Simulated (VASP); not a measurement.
# Ti (Im-3m) in VASP: further runs

The runs below take Ti through single point, with PBE, PBEsol, PBE+D4.

Everything below comes from runs of VASP 6.6.1. Logs are shortened: lines on timing, memory, paths and dates and some standing lists are left out, and cuts for length are marked.

### Step 1. The cell of the first run

It takes space group Im-3m (No. 229, cubic). Conventional cell: a = 3.255 Å, b = 3.255 Å, c = 3.255 Å, α = 90.00°, β = 90.00°, γ = 90.00°. Within 3.7 Å of Ti (site symmetry m-3m) lie 14 Ti at 2.82 to 3.25 Å.

### Step 2. Single point, PBE

The input, INCAR:

```
  ALGO = Fast
  EDIFF = 1E-6
  ENCUT = 520
  GGA = PE
  ISIF = 2
  ISMEAR = -1
  LASPH = T
  LCHARG = F
  LREAL = F
  LWAVE = F
  NBANDS = 12
  NELM = 100
  PREC = Accurate
  SIGMA = 0.05
```

The input, KPOINTS:

```
k-points
0
Gamma
  11 11 11
```

The input, POSCAR:

```
Ti
1.0
   -1.6274370903      1.6274370903      1.6274370903
    1.6274370903     -1.6274370903      1.6274370903
    1.6274370903      1.6274370903     -1.6274370903
Ti
1
Direct
    0.0000000000      0.0000000000      0.0000000000
```

Potentials or basis: VASP PAW PBE potentials, release 64 (Ti_sv).

Started as:

```sh
$ cat potpaw_PBE.64/Ti_sv/POTCAR > POTCAR
$ mpirun -np 1 vasp_std > vasp.out
```

OUTCAR:

```text
EDIFF = 1E-6
   ENCUT = 520
   GGA = PE
   ISIF = 2
   ISMEAR = -1
   LASPH = T
   LREAL = F
   NELM = 100
   PREC = Accurate

 ion  position               nearest neighbor table
   1  0.000  0.000  0.000-

  LATTYP: Found a body centered cubic cell.
 ALAT       =     3.2548741806

  Lattice vectors:

 A1 = (  -1.6274370903,   1.6274370903,   1.6274370903)
 A2 = (   1.6274370903,  -1.6274370903,   1.6274370903)
 A3 = (   1.6274370903,   1.6274370903,  -1.6274370903)

Analysis of symmetry for initial positions (statically):
=====================================================================
 Subroutine PRICEL returns:
 Original cell was already a primitive cell.

 Routine SETGRP: Setting up the symmetry group for a
 body centered cubic supercell.

 Subroutine GETGRP returns: Found 48 space group operations
 (whereof 48 operations were pure point group operations)
 out of a pool of 48 trial point group operations.

The static configuration has the point symmetry O_h .

Analysis of symmetry for dynamics (positions and initial velocities):
=====================================================================
 Subroutine PRICEL returns:
 Original cell was already a primitive cell.

 Routine SETGRP: Setting up the symmetry group for a
 body centered cubic supercell.

 Subroutine GETGRP returns: Found 48 space group operations
 (whereof 48 operations were pure point group operations)
 out of a pool of 48 trial point group operations.

The dynamic configuration has the point symmetry O_h .

 Subroutine INISYM returns: Found 48 space group operations
 (whereof 48 operations are pure point group operations),
 and found     1 'primitive' translations

----------------------------------------------------------------------------------------

                                     Primitive cell

  volume of cell :      17.2414

  direct lattice vectors                    reciprocal lattice vectors
    -1.627437090  1.627437090  1.627437090     0.000000000  0.307231538  0.307231538
     1.627437090 -1.627437090  1.627437090     0.307231538  0.000000000  0.307231538
     1.627437090  1.627437090 -1.627437090     0.307231538  0.307231538  0.000000000

  length of vectors
     2.818803727  2.818803727  2.818803727     0.434491008  0.434491008  0.434491008

  position of ions in fractional coordinates (direct lattice)
     0.000000000  0.000000000  0.000000000

  ion indices of the primitive-cell ions
   primitive index   ion index
                 1           1

----------------------------------------------------------------------------------------

 KPOINTS: k-points

Automatic generation of k-mesh.
 Grid dimensions read from file:
 generate k-points for:   11   11   11

 Generating k-lattice:

  Cartesian coordinates                     Fractional coordinates (reciprocal lattice)
     0.000000000  0.027930140  0.027930140     0.090909091  0.000000000  0.000000000
     0.027930140  0.000000000  0.027930140     0.000000000  0.090909091  0.000000000
     0.027930140  0.027930140  0.000000000     0.000000000  0.000000000  0.090909091

  Length of vectors
     0.039499183  0.039499183  0.039499183

  Shift w.r.t. Gamma in fractional coordinates (k-lattice)
     0.000000000  0.000000000  0.000000000

 Subroutine IBZKPT returns following result:
 ===========================================

 Found     56 irreducible k-points:

 Following reciprocal coordinates:
            Coordinates               Weight
  0.000000  0.000000  0.000000      1.000000
  0.090909  0.000000  0.000000     12.000000
  0.181818  0.000000  0.000000     12.000000
  0.272727  0.000000  0.000000     12.000000
  0.363636  0.000000  0.000000     12.000000
  0.454545  0.000000  0.000000     12.000000
[... 16 lines left out ...]
  0.272727  0.181818  0.090909     48.000000
  0.363636  0.181818  0.090909     24.000000
 [... further k-points ...]
   k-points           NKPTS =     56   k-points in BZ     NKDIM =     56   number of bands    NBANDS=     12
   number of dos      NEDOS =    301   number of ions     NIONS =      1
   total plane-waves  NPLWV =  13824
   dimension x,y,z NGX =    24 NGY =   24 NGZ =   24
   dimension x,y,z NGXF=    48 NGYF=   48 NGZF=   48
   ions per type =               1
   NGX,Y,Z   is equivalent  to a cutoff of  14.15, 14.15, 14.15 a.u.
   NGXF,Y,Z  is equivalent  to a cutoff of  28.31, 28.31, 28.31 a.u.
 SYSTEM =  unknown system
   PREC   = accura    normal or accurate (medium, high low for compatibility)
   ISTART =      0    job   : 0-new  1-cont  2-samecut
   ICHARG =      2    charge: 1-file 2-atom 10-const
   ISPIN  =      1    spin polarized calculation?
   LNONCOLLINEAR =      F non collinear calculations
   LSORBIT =      F    spin-orbit coupling
   LASPH  =      T    aspherical Exc in radial PAW
   ENCUT  =  520.0 eV  38.22 Ry    6.18 a.u.   5.24  5.24  5.24*2*pi/ulx,y,z
   NELM   =    100;   NELMIN=  2; NELMDL= -5     # of ELM steps
   EDIFF  = 0.1E-05   stopping-criterion for ELM
   LREAL  =      F    real-space projection
   EDIFFG = 0.1E-04   stopping-criterion for IOM
   NSW    =      0    number of steps for IOM
   IBRION =     -1    ionic relax: 0-MD 1-quasi-New 2-CG
   NFREE  =      0    steps in history (QN), initial steepest desc. (CG)
   ISIF   =      2    stress and relaxation
   ISYM   =      2    0-nonsym 1-usesym 2-fastsym
   POTIM  = 0.5000    time-step for ionic-motion
   TEBEG  =    0.0;   TEEND  =   0.0 temperature during run
   PSTRESS=    0.0 pullay stress
   NELECT =      12.0000    total number of electrons
   NUPDOWN=      -1.0000    fix difference up-down
   EMIN   =  10.00;   EMAX   =-10.00  energy-range for DOS
   EFERMI =   0.00;   METHOD = LEGACY
   ISMEAR =    -1;   SIGMA  =   0.05  broadening in eV -4-tet -1-fermi 0-gaus
   EFERMI_NEDOS =   21; number of points for ismear=-14 and -15
   IALGO  =     68    algorithm
   IMIX   =      4    mixing-type and parameters
     AMIX     =   0.40;   BMIX     =  1.00
     AMIX_MAG =   1.60;   BMIX_MAG =  1.00
  volume/ion in A,a.u.               =      17.24       116.35
  Fermi-wavevector in a.u.,A,eV,Ry     =   1.450812  2.741637 28.638284  2.104854
  Thomas-Fermi vector in A             =   2.568381
   LORBIT       =      0    0 simple, 1 ext, 2 COOP (PROOUT), +10 PAW based schemes
   GGA     = PE    functional components
   LHFCALC =     F    Hartree Fock is set to
   AEXX    =    0.0000 exact exchange contribution
   IVDW    =     0    specifies the selected vdW correction
   LEPSILON=     F    determine dielectric tensor
   LRPA    =     F    only Hartree local field effects (RPA)
 non-spin polarized calculation
 RMM-DIIS sequential band-by-band and
  energy-cutoff  :      520.00
  volume of cell :       17.24
 maximum number of plane-waves:       474
 NGX is ok and might be reduce to    24
   NGX = 11   NGY = 11   NGZ = 11

 number of electron      11.9999997 magnetization

 Free energy of the ion-electron system (eV)
  ---------------------------------------------------
  ext. energy  EPLUGINS =         0.00000000
  ---------------------------------------------------
  free energy    TOTEN  =        -7.73342480 eV

  energy without entropy =       -7.71186230  energy(sigma->0) =       -7.72264355

 E-fermi :   8.1581     XC(G=0): -11.5272

 val. band max:        8.1513036611   @ k =  -0.4545  -0.4545   0.0909
 cond. band min:       8.1769100311   @ k =  -0.4545  -0.4545   0.0909
 fundamental gap:      0.0256063700
 Fermi energy:         8.1580904229

 k-point     1 :       0.0000    0.0000    0.0000
  band No.  band energies     occupation
      1     -48.3460      2.00000
      2     -24.1943      2.00000
      3     -24.1943      2.00000
      4     -24.1943      2.00000
      5       2.1931      2.00000
      6       9.1631      0.00000
      7       9.1631      0.00000
      8       9.1631      0.00000
      9      10.9365      0.00000
     10      10.9365      0.00000
     11      25.6260      0.00000
     12      25.6260      0.00000

 k-point     2 :       0.0909    0.0000    0.0000
  band No.  band energies     occupation
      1     -48.3353      2.00000
      2     -24.2512      2.00000
      3     -24.2118      2.00000
      4     -24.1947      2.00000
      5       2.4761      2.00000
      6       9.0350      0.00000
      7       9.1212      0.00000
      8       9.3692      0.00000
      9      10.7963      0.00000
     10      10.9449      0.00000
     11      25.1837      0.00000
     12      25.5801      0.00000

 k-point     3 :       0.1818    0.0000    0.0000
  band No.  band energies     occupation
      1     -48.3067      2.00000
      2     -24.4017      2.00000
      3     -24.2584      2.00000
      4     -24.1956      2.00000
      5       3.2689      2.00000
      6       8.7088      0.00003
      7       8.8990      0.00000
      8       9.9552      0.00000
      9      10.6191      0.00000
     10      10.9819      0.00000
     11      23.7200      0.00000
     12      24.9392      0.00000
[... 286 lines left out ...]
 k-point    23 :       0.2727    0.1818    0.0909
  band No.  band energies     occupation
      1     -48.2112      2.00000
      2     -24.7559      2.00000
      3     -24.4548      2.00000
      4     -24.2992      2.00000
      5       6.6021      2.00000
      6       7.5961      1.99997
      7       7.9424      1.97357
      8      11.0617      0.00000
      9      11.2910      0.00000
     10      13.7969      0.00000
     11      18.1067      0.00000
     12      19.6816      0.00000

 k-point    24 :       0.3636    0.1818    0.0909
  band No.  band energies     occupation
      1     -48.2036      2.00000
      2     -24.7577      2.00000
      3     -24.5003      2.00000
      4     -24.3037      2.00000
      5       6.6958      2.00000
      6       7.5614      1.99999
      7       8.2129      0.50079
      8      11.1232      0.00000
      9      11.3190      0.00000
     10      14.5488      0.00000
     11      16.8367      0.00000
     12      19.3719      0.00000

 [... further k-points ...]

------------------------ aborting loop because EDIFF is reached ----------------------------------------

  FORCE on cell =-STRESS in cart. coord.  units (eV):
  Direction    XX          YY          ZZ          XY          YZ          ZX
  --------------------------------------------------------------------------------------
  -------------------------------------------------------------------------------------
  Total       -0.0328535     -0.0328535     -0.0328535     -0.0000000      0.0000000      0.0000000
  in kB       -3.0529458     -3.0529458     -3.0529458     -0.0000000      0.0000000      0.0000000
  external PRESSURE =      -3.0529458 kB  Pullay stress =       0.0000000 kB

 VOLUME and BASIS-vectors are now :
 -----------------------------------------------------------------------------
  energy-cutoff  :      520.00
  volume of cell :       17.24
      direct lattice vectors                 reciprocal lattice vectors
    -1.627437090  1.627437090  1.627437090     0.000000000  0.307231538  0.307231538
     1.627437090 -1.627437090  1.627437090     0.307231538  0.000000000  0.307231538
     1.627437090  1.627437090 -1.627437090     0.307231538  0.307231538  0.000000000

 POSITION                                       TOTAL-FORCE (eV/Angst)
 -----------------------------------------------------------------------------------
      0.00000      0.00000      0.00000        -0.000000      0.000000     -0.000000
 -----------------------------------------------------------------------------------
    total drift:                                0.000000      0.000000      0.000000

  FREE ENERGIE OF THE ION-ELECTRON SYSTEM (eV)
  ---------------------------------------------------
  free  energy   TOTEN  =        -7.7334248001 eV

  energy  without entropy=       -7.7118623044  energy(sigma->0) =       -7.72264355
```

Run time: 7.2 s. Hardware: 1 thread of Intel Xeon 6975P-C (Granite Rapids), shared host; peak memory 0.13 GiB.

Results:

```yaml
Free_energy: -7.7334 eV
Pressure: -0.3 GPa
Band_gap_on_the_k_mesh: zero (band 6 reaches 9.17 eV, above the bottom of band 7 at 7.56 eV)
```

### Step 3. Single point, PBEsol

This run uses another cell than the first one, of 16.52 Å³/atom, 0.958 times its volume.

The input, INCAR:

```
ALGO = Normal ; EDIFF = 1E-7
ENCUT = 520 ; GGA = PS
ISIF = 2 ; ISMEAR = -1
LASPH = T ; LCHARG = T
LELF = T ; LREAL = F
LVHAR = T ; LWAVE = F
NBANDS = 12 ; NELM = 100
PREC = Accurate ; SIGMA = 0.05
```

KPOINTS is that of step 2.

The input, POSCAR:

```
Ti
1.0
   -1.6045445740      1.6045445740      1.6045445740
    1.6045445740     -1.6045445740      1.6045445740
    1.6045445740      1.6045445740     -1.6045445740
Ti
1
Direct
    0.0000000000      0.0000000000      0.0000000000
```

Potentials or basis: VASP PAW PBE potentials, release 64 (Ti_sv).

Started as:

```sh
$ cat potpaw_PBE.64/Ti_sv/POTCAR > POTCAR
$ mpirun -np 1 vasp_std > vasp.out
```

Run time: 5.1 s. Hardware: 1 thread of Intel Xeon 6975P-C (Granite Rapids), shared host; peak memory 0.13 GiB.

The run converged. Its results:

- Free energy: -8.2444 eV
- Pressure: -0.3 GPa
- Band gap on the k mesh: zero (band 6 reaches 9.53 eV, above the bottom of band 7 at 7.84 eV)

Levels at points of the mesh, in eV from the Fermi level:
| k point | band 2 | band 3 | band 4 | band 5 | band 6 | band 7 | band 8 | band 9 | band 10 | band 11 |
| --- | --- | --- | --- | --- | --- | --- | --- | --- | --- | --- |
| (0.00, 0.00, 0.00) | -32.07 | -32.07 | -32.07 | -6.05 | 1.04 | 1.04 | 1.04 | 2.93 | 2.93 | 17.79 |

Caveat: the PAW data sets were made with another functional, which shifts forces and pressure a little.

### Step 4. Single point, PBE

The input, INCAR:

```
SYSTEM = Ti
PREC = Accurate
ENCUT = 520
EDIFF = 1E-7
ISMEAR = -1
SIGMA = 0.05
LREAL = .FALSE.
LASPH = .TRUE.
NELM = 60
ALGO = Fast
ISIF = 2
LWAVE = .FALSE.
LCHARG = .FALSE.
GGA = PE
NBANDS = 12
```

The input, KPOINTS:

```
Automatic mesh
0
G
  11 11 11
  0 0 0
```

The input, POSCAR:

```
Ti
1.0
   -1.6274370903      1.6274370903      1.6274370903
    1.6274370903     -1.6274370903      1.6274370903
    1.6274370903      1.6274370903     -1.6274370903
Ti
1
Direct
    0.0000000000      0.0000000000      0.0000000000
```

Started as:

```sh
$ cat potpaw_PBE.64/Ti_sv/POTCAR > POTCAR
$ mpirun -np 1 vasp_std > vasp.out
```

Wall time 9.1 s (1 thread of Intel Xeon 6975P-C (Granite Rapids), shared host); peak memory 0.13 GiB.

It converged, with:

```
Free energy            : -7.7334 eV
Pressure               : -0.3 GPa
Band gap on the k mesh : zero (band 6 reaches 9.17 eV, above the bottom of band 7 at 7.56 eV)
```

Levels at points of the mesh, in eV from the Fermi level:
```
           k point  band 3  band 4  band 5  band 6  band 7  band 8  band 9  band 10
(0.00, 0.00, 0.00)  -32.35  -32.35   -5.97    1.00    1.00    1.00    2.78     2.78
```

### Step 5. Single point, PBE+D4

This run uses another cell than the first one, of 16.94 Å³/atom, 0.982 times its volume.

The input, INCAR:

```
SYSTEM = Ti
PREC = Accurate
ENCUT = 520
EDIFF = 1E-6
ISMEAR = -1
SIGMA = 0.05
LREAL = .False.
LASPH = .True.
NELM = 60
ALGO = Fast
ISIF = 2
LWAVE = .False.
LCHARG = .True.
GGA = PE
IVDW = 13
LELF = .True.
LVHAR = .True.
NBANDS = 12
```

The input, KPOINTS:

```
Automatic mesh
0
Gamma
  11 11 11
  0 0 0
```

The input, POSCAR:

```
Ti
1.0
   -1.6177506624      1.6177506624      1.6177506624
    1.6177506624     -1.6177506624      1.6177506624
    1.6177506624      1.6177506624     -1.6177506624
Ti
1
Direct
    0.0000000000      0.0000000000      0.0000000000
```

Started as:

```sh
$ cat potpaw_PBE.64/Ti_sv/POTCAR > POTCAR
$ mpirun -np 1 vasp_std > vasp.out
```

Run time: 7.9 s. Hardware: 1 thread of Intel Xeon 6975P-C (Granite Rapids), shared host; peak memory 0.14 GiB.

Results (log left out):

```yaml
Free_energy: -7.9385 eV
Pressure: -0.3 GPa
Band_gap_on_the_k_mesh: zero (band 6 reaches 9.38 eV, above the bottom of band 7 at 7.74 eV)
Dispersion_energy_per_atom: -0.206 eV
```

Levels at points of the mesh, in eV from the Fermi level:
| k point | band 3 | band 4 | band 5 | band 6 | band 7 | band 8 | band 9 | band 10 |
| --- | --- | --- | --- | --- | --- | --- | --- | --- |
| (0.00, 0.00, 0.00) | -32.29 | -32.29 | -6.00 | 1.02 | 1.02 | 1.02 | 2.84 | 2.84 |

Caveat: pairwise dispersion overbinds metals, which lowers pressure and volume.

### Step 6. Overview

```csv
level,cell,gap on the mesh (eV),pressure (GPa)
PBE,"a = 2.819 Å, angles 109.5°, 1 atom",none,-0.3
PBEsol,"a = 2.779 Å, angles 109.5°, 1 atom",none,-0.3
PBE+D4,"a = 2.802 Å, angles 109.5°, 1 atom",none,-0.3
```

Alike in all rows: task single point; potentials or basis VASP PAW PBE potentials, release 64 (Ti_sv); no spin polarisation; k mesh 11 × 11 × 11; cutoff (eV) 520; smearing fermi-dirac 0.05 eV.

Caveats: the PAW data sets were made with another functional, which shifts forces and pressure a little (some runs); pairwise dispersion overbinds metals, which lowers pressure and volume (some runs).

Total energies depend on the potentials used, so only differences within one code and one set of settings carry meaning.
